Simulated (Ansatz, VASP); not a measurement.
# One calculation of La, two programs

File INCAR:

```
PREC     = Accurate       # precision mode
ENCUT    = 500            # plane-wave cutoff, eV
EDIFF    = 1E-6           # SCF threshold, eV
ISMEAR   = -1             # smearing method
SIGMA    = 0.1            # smearing width, eV
LREAL    = F              # projectors in reciprocal space
LASPH    = T              # aspherical terms in the spheres
NELM     = 200            # most SCF steps
ALGO     = Normal         # electronic algorithm
ISIF     = 2              # what is computed and relaxed
LWAVE    = F              # write WAVECAR
LCHARG   = F              # write CHGCAR
GGA      = PE             # functional
NBANDS   = 12             # bands
GGA_COMPAT= F            
LMAXMIX  = 6              # l up to which the mixer works
```

KPOINTS

```
regular mesh
0
Gamma
  12 12 12
```

Contents of POSCAR:

```
La
1.0
    0.0000000000      2.5796710415      2.5796710415
    2.5796710415      0.0000000000      2.5796710415
    2.5796710415      2.5796710415      0.0000000000
La
1
Direct
    0.0000000000      0.0000000000      0.0000000000
```

Input for Ansatz:

```yaml
crystal:
  lattice:
    - [0.0, 2.5796710415, 2.5796710415]
    - [2.5796710415, 0.0, 2.5796710415]
    - [2.5796710415, 2.5796710415, 0.0]
  atoms:
    - { symbol: La, position: [0.0, 0.0, 0.0] }
hamiltonian:
  xc: pbe
  pseudopotentials:
    kind: paw
    azcp:
      La: "pseudopotentials/La.paw.azcp"
basis:
  ecutwfc: 420
  fft_grid_basis: typed
kpoints:
  mp_grid: { grid: [12, 12, 12], shift: [0, 0, 0] }
magnetization:
  spin_polarized: false
scf:
  occupations: { method: fermi_dirac, width: 0.1 }
  lower_state_search: "off"
output:
  stress: true
```

Alike in both runs: task single point; functional PBE; k mesh 12 × 12 × 12; occupations fermi-dirac, width 0.1 eV; no spin polarisation.

```csv
,VASP,Ansatz
version,VASP 6.6.1,Ansatz 0.2.0
potentials or method,"VASP PAW PBE potentials, release 64 (La), cutoff 500 eV","plane waves (420 eV) with PAW, scalar-relativistic"
valence electrons in the cell,11,11
```

|  | VASP | Ansatz | Ansatz less VASP |
| --- | --- | --- | --- |
| pressure (GPa) | 2.0 | 2.0 | -0.04 |

The functional is the same, so the differences come from potentials, cutoffs and numerics.

Neither program's run includes spin-orbit coupling.
